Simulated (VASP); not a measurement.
Input of a VASP 6.6.1 run:

File INCAR:

```
  PREC = Accurate
  ENCUT = 520
  EDIFF = 1E-8
  ISMEAR = -1
  SIGMA = 0.08
  LREAL = F
  LASPH = T
  NELM = 80
  ALGO = Normal
  ISIF = 2
  LWAVE = F
  LCHARG = F
  GGA = CA
  LEFG = T
  NBANDS = 18
```

KPOINTS

```
Automatic mesh
0
Gamma
  12 12 7
```

File POSCAR:

```
Y
1.0
    3.6514992371      0.0000000000      0.0000000000
   -1.8257496185      3.1622911012      0.0000000000
    0.0000000000      0.0000000000      5.7474000000
Y
2
Direct
    0.3333333333      0.6666666667      0.2500000000
    0.6666666667      0.3333333333      0.7500000000
```

Potentials or basis: VASP PAW LDA potentials, release 64 (Y_sv).

Run with:

```console
$ cat potpaw_LDA.64/Y_sv/POTCAR > POTCAR
$ mpirun -np 1 vasp_std > vasp.out
```

(1) Estimate the pressure.

(2) What does it give for the band gap on the k mesh?

Results:

(1) -4.0 GPa.

(2) zero (band 11 reaches 3.69 eV, above the bottom of band 12 at 2.37 eV).

Caveat: without QUAD_EFG the Cq values of the log hold for a quadrupole moment of 1 mb, not for the nuclei.
